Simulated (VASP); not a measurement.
# B24HN23 (a cell with a defect) in VASP: single point with PBE

Aim: the single point of B24HN23 (a cell with a defect) with PBE.

All numbers are computed with VASP 6.6.1; they aren't measurements. Logs are shortened: lines on timing, memory, paths and dates and some standing lists are left out, and cuts for length are marked.

### Step 1. The cell of the first run

The cell holds a defect, 48 atoms: a = 7.922 Å, b = 7.922 Å, c = 8.654 Å, α = 105.85°, β = 105.85°, γ = 113.78°.

### Step 2. Single point, PBE, collinear spin, zero start

INCAR

```
SYSTEM = B24HN23
ALGO = Normal ; EDIFF = 1E-6
ENCUT = 520 ; GGA = PE
ISIF = 2 ; ISMEAR = 0
ISPIN = 2 ; LASPH = .True.
LCHARG = .False. ; LORBIT = 11
LREAL = Auto ; LWAVE = .False.
MAGMOM = 0 0 0 0 0 0 0 0 0 0 0 0 0 0 0 0 0 0 0 0 0 0 0 0 0 0 0 0 0 0 0 0 0 0 0 0 0 0 0 0 0 0 0 0 0 0 0 0 ; NBANDS = 128
NELM = 150 ; PREC = Accurate
SIGMA = 0.05
```

KPOINTS

```
k-points
0
Gamma
  2 2 2
  0 0 0
```

POSCAR

```
B24HN23
1.0
    3.7473600000     -2.1635390000     -6.6357000000
    3.7473600000     -2.1635390000      6.6357000000
   -7.4947200000     -4.3270790000      0.0000000000
B H N
24 1 23
Direct
    0.7100582709      0.9570158772      0.8400657123
    0.2024996067      0.4645166964      0.8405580092
    0.3771016564      0.6230837755      0.6735374982
    0.8759386276      0.1245737790      0.6733963326
    0.0440477964      0.2896874419      0.5068942791
    0.5450263123      0.7885383127      0.5066376755
    0.7104248730      0.9562973427      0.3398781622
    0.2089450512      0.4579375309      0.3400579602
    0.3690516810      0.6309254805      0.1733592112
    0.8761993031      0.1239004089      0.1732601248
    0.0357902124      0.2980349071      0.0068779278
    0.5403458614      0.7932814466      0.0066294794
    0.6189526604      0.3343183448      0.8092053919
    0.1318085571      0.8757875168      0.8258469877
    0.3330105115      0.0474903001      0.6659441283
    0.8012293748      0.5340571322      0.6579285358
    0.9755359014      0.7092279361      0.4953572369
    0.4676325969      0.1993454883      0.4865730357
    0.6307203180      0.3755293592      0.3262488555
    0.1322171751      0.8664170033      0.3237750170
    0.2906136631      0.0369069070      0.1565720825
    0.7908535057      0.5354145345      0.1555371698
    0.9567508531      0.6922915869     -0.0135330783
    0.4253310264      0.2417836616      0.0024314342
    0.3621605584      0.3053987382      0.9058400986
    0.9651049659      0.7021851560      0.8238865026
    0.1529456844      0.8805606766      0.6647932845
    0.6343493976      0.3613789747      0.6548423282
    0.8044840631      0.5400441827      0.4935202518
    0.3053627785      0.0327859896      0.4904848570
    0.4614316997      0.2054824639      0.3226232484
    0.9651033012      0.7014787191      0.3237407353
    0.1251680753      0.8641653313      0.1548105135
    0.6188172159      0.3819123446      0.1598198450
    0.7850605621      0.5151378484     -0.0185156909
    0.2848256942      0.0483331585     -0.0072015763
    0.8746078752      0.1260034992      0.8400599955
    0.3725647756      0.6274437164      0.8400591525
    0.5461163832      0.7874089307      0.6733366599
    0.0409653859      0.2930711019      0.6736152716
    0.2114665649      0.4555037367      0.5067473575
    0.7121497936      0.9549563766      0.5067090268
    0.8783339525      0.1219484604      0.3400465974
    0.3749647767      0.6252913170      0.3400007013
    0.5398018256      0.7936146944      0.1733022728
    0.0403326813      0.2932379996      0.1734164316
    0.1948683956      0.4719877442      0.0073782441
    0.7093306720      0.9574631658      0.0066313259
```

Potentials or basis: VASP PAW PBE potentials, release 64 (B, H, N).

Command:

```console
cat potpaw_PBE.64/B/POTCAR potpaw_PBE.64/H/POTCAR potpaw_PBE.64/N/POTCAR > POTCAR
mpirun -np 1 vasp_std > vasp.out
```

OUTCAR:

```text
SYSTEM = B24HN23
   EDIFF = 1E-6
   ENCUT = 520
   GGA = PE
   ISIF = 2
   ISMEAR = 0
   ISPIN = 2
   LASPH = .True.
   LORBIT = 11
   LREAL = Auto
   NELM = 150
   PREC = Accurate

 ion  position               nearest neighbor table
   1  0.710  0.957  0.840-  48 1.44  37 1.44  39 1.44
   2  0.202  0.465  0.841-  38 1.44  40 1.44  47 1.45
   3  0.377  0.623  0.674-  38 1.44  41 1.44  39 1.44
   4  0.876  0.125  0.673-  37 1.44  40 1.44  42 1.44
   5  0.044  0.290  0.507-  41 1.44  40 1.44  43 1.44
   6  0.545  0.789  0.507-  39 1.44  44 1.44  42 1.44
[... 16 lines left out ...]
  23  0.957  0.692  0.986-  26 1.45  33 1.46  35 1.49
  24  0.425  0.242  0.002-  25 1.19  36 1.45  34 1.45
  25  0.362  0.305  0.906-  24 1.19
  26  0.965  0.702  0.824-  16 1.44  23 1.45  14 1.46
  27  0.153  0.881  0.665-  14 1.46  17 1.49  15 1.50
  28  0.634  0.361  0.655-  13 1.44  18 1.44  16 1.46
  29  0.804  0.540  0.494-  16 1.44  19 1.46  17 1.46
  30  0.305  0.033  0.490-  15 1.44  18 1.44  20 1.46
  31  0.461  0.205  0.323-  18 1.42  19 1.45  21 1.45
[... 15 lines left out ...]
  47  0.195  0.472  0.007-  11 1.44   9 1.44   2 1.45
  48  0.709  0.957  0.007-  12 1.44   1 1.44  10 1.44

  LATTYP: Found a face centered orthorhombic cell.
 ALAT       =     8.6541569143
 B/A-ratio  =     1.5335289308
 C/A-ratio  =     1.7320508857

  Lattice vectors:

 A1 = (  -3.7473600000,  -6.4906180000,   6.6357000000)
 A2 = (  -0.0000000000,  -8.6541570000,   0.0000000000)
 A3 = (   3.7473600000,  -2.1635390000,   6.6357000000)

Analysis of symmetry for initial positions (statically):
=====================================================================
 Subroutine PRICEL returns:
 Original cell was already a primitive cell.

 Routine SETGRP: Setting up the symmetry group for a
 face centered orthorhombic supercell.

 Subroutine GETGRP returns: Found  1 space group operations
 (whereof  1 operations were pure point group operations)
 out of a pool of  8 trial point group operations.

The static configuration has the point symmetry C_1 .

Analysis of symmetry for dynamics (positions and initial velocities):
=====================================================================
 Subroutine PRICEL returns:
 Original cell was already a primitive cell.

 Routine SETGRP: Setting up the symmetry group for a
 face centered orthorhombic supercell.

 Subroutine GETGRP returns: Found  1 space group operations
 (whereof  1 operations were pure point group operations)
 out of a pool of  8 trial point group operations.

The dynamic configuration has the point symmetry C_1 .

Analysis of structural, dynamic, and magnetic symmetry:
=====================================================================
 Subroutine PRICEL returns:
 Original cell was already a primitive cell.

 Routine SETGRP: Setting up the symmetry group for a
 face centered orthorhombic supercell.

 Subroutine GETGRP returns: Found  1 space group operations
 (whereof  1 operations were pure point group operations)
 out of a pool of  8 trial point group operations.

The overall configuration has the point symmetry C_1 .

 Subroutine INISYM returns: Found  1 space group operations
 (whereof  1 operations are pure point group operations),
 and found     1 'primitive' translations

----------------------------------------------------------------------------------------

                                     Primitive cell

  volume of cell :     430.3947

  direct lattice vectors                    reciprocal lattice vectors
     3.747360000 -2.163539000 -6.635700000     0.066713641 -0.115551405 -0.075350001
     3.747360000 -2.163539000  6.635700000     0.066713641 -0.115551405  0.075350001
    -7.494720000 -4.327079000  0.000000000    -0.066713625 -0.115551405  0.000000000

  length of vectors
     7.921876196  7.921876196  8.654157414     0.153233350  0.153233350  0.133427265

  position of ions in fractional coordinates (direct lattice)
     0.710058271  0.957015877  0.840065712
     0.202499607  0.464516696  0.840558009
     0.377101656  0.623083775  0.673537498
     0.875938628  0.124573779  0.673396333
     0.044047796  0.289687442  0.506894279
     0.545026312  0.788538313  0.506637676
[... 40 lines left out ...]
     0.194868396  0.471987744  0.007378244
[... 95 lines left out ...]
   NGX,Y,Z   is equivalent  to a cutoff of  12.59, 12.59, 12.29 a.u.
   NGXF,Y,Z  is equivalent  to a cutoff of  25.18, 25.18, 24.59 a.u.
 SYSTEM =  B24HN23
   PREC   = accura    normal or accurate (medium, high low for compatibility)
   ISTART =      0    job   : 0-new  1-cont  2-samecut
   ICHARG =      2    charge: 1-file 2-atom 10-const
   ISPIN  =      2    spin polarized calculation?
   LNONCOLLINEAR =      F non collinear calculations
   LSORBIT =      F    spin-orbit coupling
   LASPH  =      T    aspherical Exc in radial PAW
   ENCUT  =  520.0 eV  38.22 Ry    6.18 a.u.  14.73 14.73 16.09*2*pi/ulx,y,z
   NELM   =    150;   NELMIN=  2; NELMDL= -5     # of ELM steps
   EDIFF  = 0.1E-05   stopping-criterion for ELM
   LREAL  =      T    real-space projection
   EDIFFG = 0.1E-04   stopping-criterion for IOM
   NSW    =      0    number of steps for IOM
   IBRION =     -1    ionic relax: 0-MD 1-quasi-New 2-CG
   NFREE  =      0    steps in history (QN), initial steepest desc. (CG)
   ISIF   =      2    stress and relaxation
   ISYM   =      2    0-nonsym 1-usesym 2-fastsym
   POTIM  = 0.5000    time-step for ionic-motion
   TEBEG  =    0.0;   TEEND  =   0.0 temperature during run
   PSTRESS=    0.0 pullay stress
   NELECT =     188.0000    total number of electrons
   NUPDOWN=      -1.0000    fix difference up-down
   EMIN   =  10.00;   EMAX   =-10.00  energy-range for DOS
   EFERMI =   0.00;   METHOD = LEGACY
   ISMEAR =     0;   SIGMA  =   0.05  broadening in eV -4-tet -1-fermi 0-gaus
   EFERMI_NEDOS =   21; number of points for ismear=-14 and -15
   IALGO  =     38    algorithm
   IMIX   =      4    mixing-type and parameters
     AMIX     =   0.40;   BMIX     =  1.00
     AMIX_MAG =   1.60;   BMIX_MAG =  1.00
  volume/ion in A,a.u.               =       8.97        60.51
  Fermi-wavevector in a.u.,A,eV,Ry     =   1.242144  2.347311 20.992711  1.542921
  Thomas-Fermi vector in A             =   2.376511
   LORBIT       =     11    0 simple, 1 ext, 2 COOP (PROOUT), +10 PAW based schemes
   GGA     = PE    functional components
   LHFCALC =     F    Hartree Fock is set to
   AEXX    =    0.0000 exact exchange contribution
   IVDW    =     0    specifies the selected vdW correction
   LEPSILON=     F    determine dielectric tensor
   LRPA    =     F    only Hartree local field effects (RPA)
 spin polarized calculation
 Gauss-broadening in eV      SIGMA  =   0.05
  energy-cutoff  :      520.00
  volume of cell :      430.39
 maximum number of plane-waves:     11612
 NGX is ok and might be reduce to    60
   NGX = 29   NGY = 29   NGZ = 33

 number of electron     188.0000000 magnetization       0.0000000

 number of electron     188.0000000 magnetization      -0.0000000

 Free energy of the ion-electron system (eV)
  ---------------------------------------------------
  ext. energy  EPLUGINS =         0.00000000
  ---------------------------------------------------
  free energy    TOTEN  =      -410.46754512 eV

  energy without entropy =     -410.46754512  energy(sigma->0) =     -410.46754512

 E-fermi :   2.8339     XC(G=0): -10.0625

 val. band max:        2.6001800377   @ k =   0.5000   0.5000   0.0000
 cond. band min:       5.8234666225   @ k =   0.5000   0.0000   0.0000
 fundamental gap:      3.2232865848
 Fermi energy:         2.8339478731

 spin component 1

 k-point     1 :       0.0000    0.0000    0.0000
  band No.  band energies     occupation
      1     -15.5637      1.00000
      2     -15.2284      1.00000
      3     -14.0741      1.00000
      4     -14.0469      1.00000
      5     -13.9682      1.00000
      6     -13.9662      1.00000
[... 861 lines left out ...]
    105       8.0809      0.00000
    106       8.1175      0.00000
 Fermi energy:         2.8339478731

 spin component 2

 k-point     1 :       0.0000    0.0000    0.0000
  band No.  band energies     occupation
      1     -15.5637      1.00000
      2     -15.2284      1.00000
      3     -14.0741      1.00000
      4     -14.0469      1.00000
      5     -13.9682      1.00000
      6     -13.9662      1.00000
[... 861 lines left out ...]
    105       8.0809      0.00000
    106       8.1175      0.00000
 [bands above 106 left out]

------------------------ aborting loop because EDIFF is reached ----------------------------------------

  FORCE on cell =-STRESS in cart. coord.  units (eV):
  Direction    XX          YY          ZZ          XY          YZ          ZX
  --------------------------------------------------------------------------------------
  -------------------------------------------------------------------------------------
  Total       10.5452273     -0.6266619     10.2555032      9.4423697     -0.3149703     -0.5489057
  in kB       39.2554178     -2.3327969     38.1768974     35.1499457     -1.1725010     -2.0433435
  external PRESSURE =      25.0331727 kB  Pullay stress =       0.0000000 kB

 VOLUME and BASIS-vectors are now :
 -----------------------------------------------------------------------------
  energy-cutoff  :      520.00
  volume of cell :      430.39
      direct lattice vectors                 reciprocal lattice vectors
     3.747360000 -2.163539000 -6.635700000     0.066713641 -0.115551405 -0.075350001
     3.747360000 -2.163539000  6.635700000     0.066713641 -0.115551405  0.075350001
    -7.494720000 -4.327079000  0.000000000    -0.066713625 -0.115551405  0.000000000

 POSITION                                       TOTAL-FORCE (eV/Angst)
 -----------------------------------------------------------------------------------
     -0.04893     -7.24181      1.63874        -0.000375     -0.005417     -0.004075
     -3.80020     -5.08028      1.73867        -0.001503     -0.000339      0.008287
     -1.29992     -5.07839      1.63226        -0.006512      0.001129      0.001623
     -1.29764     -5.07849     -4.98583         0.003264     -0.000501     -0.017861
     -2.54840     -2.91542      1.62999         0.001609      0.001082      0.006314
      1.20024     -5.07748      1.61587         0.002845      0.006480      0.000116
[... 40 lines left out ...]
      2.44365     -1.47470      1.83888        -0.000698     -0.000642      0.009433
      6.19638     -3.63487      1.64653         0.001278     -0.000561      0.005288
 -----------------------------------------------------------------------------------
    total drift:                               -0.010264     -0.001359     -0.003437

  FREE ENERGIE OF THE ION-ELECTRON SYSTEM (eV)
  ---------------------------------------------------
  free  energy   TOTEN  =      -410.4675451244 eV

  energy  without entropy=     -410.4675451244  energy(sigma->0) =     -410.46754512

 total charge

# of ion       s       p       d       tot
------------------------------------------
    1        0.747   1.432   0.000   2.179
    2        0.746   1.426   0.000   2.172
    3        0.747   1.433   0.000   2.180
    4        0.748   1.435   0.000   2.182
    5        0.747   1.434   0.000   2.181
    6        0.747   1.434   0.000   2.181
[... 40 lines left out ...]
   47        1.228   2.803   0.000   4.031
   48        1.227   2.804   0.000   4.030
--------------------------------------------------
tot         46.624  97.843   0.000 144.467

 magnetization (x)

# of ion       s       p       d       tot
------------------------------------------
    1       -0.000  -0.000   0.000  -0.000
    2        0.000  -0.000   0.000  -0.000
    3       -0.000  -0.000   0.000  -0.000
    4       -0.000  -0.000   0.000  -0.000
    5       -0.000   0.000   0.000  -0.000
    6       -0.000  -0.000   0.000  -0.000
[... 40 lines left out ...]
   47        0.000   0.000   0.000   0.000
   48        0.000   0.000   0.000   0.000
--------------------------------------------------
tot         -0.000   0.000   0.000   0.000
```

Run time: 43 min. Hardware: 1 thread of AMD EPYC 9755, shared host; peak memory 0.99 GiB.

What came out:

```
Free energy                                           : -410.4675 eV
Pressure                                              : 2.5 GPa
Largest force                                         : 0.033 eV/Å
Band gap on the k mesh                                : 3.22 eV
Net moment                                            : 0.00 μB per cell
Valence electrons inside the program's atomic spheres : B 2.18, 2.17, 1.88, 2.15, 2.10, 2.22, 2.16, 2.09 (each value once); H 0.67; N 4.01, 3.95, 4.02, 4.00, 4.03, 4.04 (each value once)
```

Forces on the atoms (eV/Å):
```
B    0.000 -0.005 -0.004
B   -0.002  0.000  0.008
B   -0.007  0.001  0.002
B    0.003 -0.001 -0.018
B    0.002  0.001  0.006
B    0.003  0.006  0.000
B    0.002  0.003 -0.005
B    0.003  0.000 -0.002
B   -0.004 -0.001 -0.005
B   -0.001  0.001  0.000
B    0.004 -0.006 -0.016
B    0.001  0.001 -0.010
B   -0.020 -0.015 -0.014
B    0.000 -0.002 -0.006
B   -0.026 -0.019  0.005
B    0.002 -0.004  0.005
B    0.001 -0.005 -0.005
B    0.011  0.012 -0.005
B    0.003  0.005  0.001
B   -0.002  0.001 -0.004
B    0.010 -0.003  0.004
B   -0.006 -0.004 -0.010
B    0.001  0.001  0.004
B   -0.001  0.001  0.025
H   -0.004 -0.002  0.005
N    0.001  0.003  0.000
N    0.000  0.005  0.002
N    0.004  0.001  0.007
N   -0.003 -0.001  0.000
N    0.008  0.008 -0.001
N   -0.005 -0.006 -0.002
N    0.002  0.001  0.006
N    0.001 -0.002  0.001
N    0.017 -0.003 -0.011
N    0.001  0.005  0.002
N    0.001  0.014 -0.010
N   -0.001  0.002  0.011
N    0.001  0.000 -0.004
N    0.002  0.000  0.004
N    0.005  0.007  0.004
N    0.001  0.000 -0.002
N   -0.001  0.000  0.006
N    0.000  0.001  0.003
N   -0.002 -0.002  0.002
N    0.000 -0.001  0.006
N   -0.005  0.002  0.004
N   -0.001 -0.001  0.009
N    0.001 -0.001  0.005
```

Stress tensor (GPa, compression positive):
```
 3.93  3.51 -0.20
 3.51 -0.23 -0.12
-0.20 -0.12  3.82
```

Levels at points of the mesh, in eV from the valence-band top:
Spin up:
```csv
k point,band 92,band 93,band 94,band 95,band 96,band 97
"(0.00, 0.00, 0.00)",-0.49,-0.40,-0.03,3.45,3.96,4.20
"(0.50, 0.00, 0.00)",-0.79,-0.56,-0.02,3.22,3.99,4.39
"(0.00, 0.50, 0.50)",-0.81,-0.66,-0.16,3.67,4.11,4.28
"(0.00, 0.50, 0.00)",-0.81,-0.55,-0.05,3.22,3.99,4.39
"(0.50, 0.00, 0.50)",-0.79,-0.69,-0.07,3.63,4.16,4.26
"(0.50, 0.50, 0.00)",-0.39,-0.36,0.00,3.39,3.84,4.08
"(0.00, 0.00, 0.50)",-0.69,-0.58,-0.09,3.59,4.15,4.29
"(0.50, 0.50, 0.50)",-0.93,-0.89,-0.15,3.68,4.25,4.37
```
Spin down:
```tsv
k point	band 91	band 92	band 93	band 94	band 95	band 96	band 97	band 98
(0.00, 0.00, 0.00)	-0.50	-0.49	-0.40	-0.03	3.45	3.96	4.20	4.32
(0.50, 0.00, 0.00)	-1.02	-0.79	-0.56	-0.02	3.22	3.99	4.39	4.78
(0.00, 0.50, 0.50)	-1.03	-0.81	-0.66	-0.16	3.67	4.11	4.28	4.65
(0.00, 0.50, 0.00)	-1.02	-0.81	-0.55	-0.05	3.22	3.99	4.39	4.76
(0.50, 0.00, 0.50)	-1.01	-0.79	-0.69	-0.07	3.63	4.16	4.26	4.69
(0.50, 0.50, 0.00)	-0.43	-0.39	-0.36	0.00	3.39	3.84	4.08	4.20
(0.00, 0.00, 0.50)	-0.82	-0.69	-0.58	-0.09	3.59	4.15	4.29	4.80
(0.50, 0.50, 0.50)	-0.97	-0.93	-0.89	-0.15	3.68	4.25	4.37	4.40
```

Caveat: the k points lie up to 0.48 Å⁻¹ apart.
